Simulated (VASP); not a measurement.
Input of a VASP 6.6.1 run:

The input POSCAR:

```
BP
1.0
    0.0028362500      2.2690000000      2.2690000000
    2.2718362500      0.0000000000      2.2718362500
    2.2690000000      2.2690000000      0.0028362500
B P
1 1
Direct
    0.0000000000      0.0000000000      0.0000000000
    0.7500000000      0.7500000000      0.7500000000
```

INCAR.step1

```
SYSTEM = BP
ALGO = Normal ; EDIFF = 1E-4
ENCUT = 520 ; GGA = PE
ISMEAR = 0 ; LASPH = .True.
LCHARG = .False. ; LREAL = .False.
LWAVE = .True. ; NBANDS = 11
NELM = 80 ; PREC = Accurate
SIGMA = 0.05
```

Contents of INCAR.step2:

```
SYSTEM = BP
ALGO = Normal ; EDIFF = 1E-6
ENCUT = 520 ; ISIF = 2
ISMEAR = 0 ; ISTART = 1
LASPH = .True. ; LCHARG = .False.
LMIXTAU = .True. ; LREAL = .False.
LWAVE = .False. ; METAGGA = R2SCAN
NBANDS = 11 ; NELM = 80
PREC = Accurate ; SIGMA = 0.05
```

Contents of KPOINTS:

```
k-points
0
Gamma
  10 10 10
  0 0 0
```

Potentials or basis: VASP PAW PBE potentials, release 64 (B, P).

Launch:

```console
$ cat potpaw_PBE.64/B/POTCAR potpaw_PBE.64/P/POTCAR > POTCAR
$ cp INCAR.step1 INCAR
$ mpirun -np 1 vasp_std > vasp.out
$ cp INCAR.step2 INCAR
$ mpirun -np 1 vasp_std > vasp.out
```

**Question.** What does it give for the band gap on the k mesh?

**Answer.** 1.44 eV (least direct gap 3.61 eV).

**Question.** What does it give for the largest force?

**Answer.** 0.017 eV/Å.

**Question.** What does it give for the pressure?

**Answer.** -0.7 GPa.

Stress tensor (GPa, compression positive):
```
-0.67  0.00 -0.53
 0.00 -0.67  0.00
-0.53  0.00 -0.67
```

Caveat: the cell differs from its parent crystal (strain +0.0025 x Voigt [0, 0, 0, 0, 1, 0]); the PAW data sets were made with another functional, which shifts forces and pressure a little. A k mesh can miss the band edges.
